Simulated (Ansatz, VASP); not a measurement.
## One calculation of Sr, two programs

```
Sr
1.0
     7.52315    0.00000    0.00000
     0.00000    7.52315    0.00000
     0.00000    0.00000    7.52315
Sr
6
Direct
  0.00000 0.00000 0.32048
  0.00000 0.00000 0.67952
  0.00000 0.32048 0.00000
  0.00000 0.67952 0.00000
  0.32048 0.00000 0.00000
  0.67952 0.00000 0.00000
```

Alike in both runs: task relaxation of cell and atoms; functional PBE; k mesh 2 × 2 × 2; occupations gaussian, width 0.1 eV; no spin polarisation.

|  | VASP | Ansatz |
| --- | --- | --- |
| version | VASP 6.6.1 | Ansatz 0.2.0 |
| potentials or method | VASP PAW PBE potentials, release 64 (Sr_sv), cutoff 600 eV | scalar-relativistic, plane waves, PAW |
| valence electrons in the cell | 60 | 60 |

Ansatz gave:

* gap on the k mesh at the Fermi level, each at its own relaxed structure (eV): none
* relaxed volume (Å³/atom): 177.10
* relaxed cell length with the largest relative difference (Å): 10.204

Problem. What did VASP give for the same quantities?

Solution. gap on the k mesh at the Fermi level, each at its own relaxed structure (eV): none; relaxed volume (Å³/atom): 177.20; relaxed cell length with the largest relative difference (Å): 10.206.

A gap of «none» marks a metal or a gap that the smearing closes.

The k mesh is coarse, so the values compare programs but aren't converged. Noted on VASP's run: the volume moved by over 15 % at a fixed basis, so the end points are rough.
